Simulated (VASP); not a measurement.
# C: single point with LDA

The system is C.

```
CELL_PARAMETERS angstrom
1.26661 2.28391 -3.34947
1.07772 -2.43162 -3.53645
-3.02664 -0.23655 -3.68263
ATOMIC_POSITIONS crystal
C 0.91474 0.43701 0.61439
C 0.39971 0.92538 0.69859
C 0.93383 0.89459 0.17290
C 0.43473 0.36220 0.18058
C 0.07242 0.60042 0.33954
C 0.59750 0.08493 0.31038
C 0.07895 0.12120 0.83746
C 0.56811 0.57427 0.84616
```

This cell differs from its parent crystal: atoms moved at random and the cell strained at random.

- Program: VASP 6.6.1
- Task: single point
- Functional: LDA
- Potentials or basis: VASP PAW LDA potentials, release 64 (C)
- Cutoff: 520 eV
- k mesh: 8 × 8 × 8
- Occupations: gaussian, width 0.05 eV
- Spin: no spin polarisation

The pressure is 45.9 GPa, the largest force is 24.451 eV/Å and the band gap on the k mesh is zero (bands 16 and 17 overlap by 0.06 eV).

Forces on the atoms (eV/Å):
```
C   -17.283  -2.072  -1.789
C     3.691   1.753   0.592
C     9.771 -14.151  -0.477
C    10.981 -21.839  -0.548
C     4.872  14.901   0.870
C   -14.753  17.001  -1.340
C    -0.330   3.767   1.900
C     3.052   0.640   0.793
```

Stress tensor (GPa, compression positive):
```
 51.36 -62.05  -4.20
-62.05  89.37  -6.41
 -4.20  -6.41  -3.02
```

Levels at points of the mesh, in eV from the Fermi level:
```tsv
k point	band 13	band 14	band 15	band 16	band 17	band 18	band 19	band 20
(0.00, 0.00, 0.00)	-3.38	-2.95	-1.48	-1.22	0.56	1.69	2.38	3.44
(0.50, 0.00, 0.00)	-5.80	-3.69	-3.37	-2.72	2.13	3.77	6.01	6.50
(0.00, 0.50, 0.00)	-4.85	-4.53	-4.28	-3.28	3.00	4.84	5.97	6.08
(0.50, 0.50, 0.00)	-4.46	-3.97	-2.99	-1.66	2.48	3.81	6.19	6.60
(0.00, 0.00, 0.50)	-4.56	-4.37	-3.52	-2.84	2.06	3.68	5.42	5.71
(0.50, 0.00, 0.50)	-4.85	-4.25	-3.76	-2.35	2.49	4.47	6.33	6.74
(0.00, 0.50, 0.50)	-5.79	-3.58	-2.53	-1.66	1.50	2.94	6.37	6.80
(0.50, 0.50, 0.50)	-3.20	-2.99	-1.23	-0.87	1.01	1.98	3.35	4.12
```

Wall time 3.3 min on 1 thread of Intel(R) Xeon(R) Platinum 8559C (Emerald Rapids), on a shared host, peak memory 0.38 GiB.

Caveat: the cell differs from its parent crystal (atoms moved at random and the cell strained at random); the cell stands under pressure; forces of over 1 eV/Å act on the atoms, so gaps and moduli don't describe the material at rest.
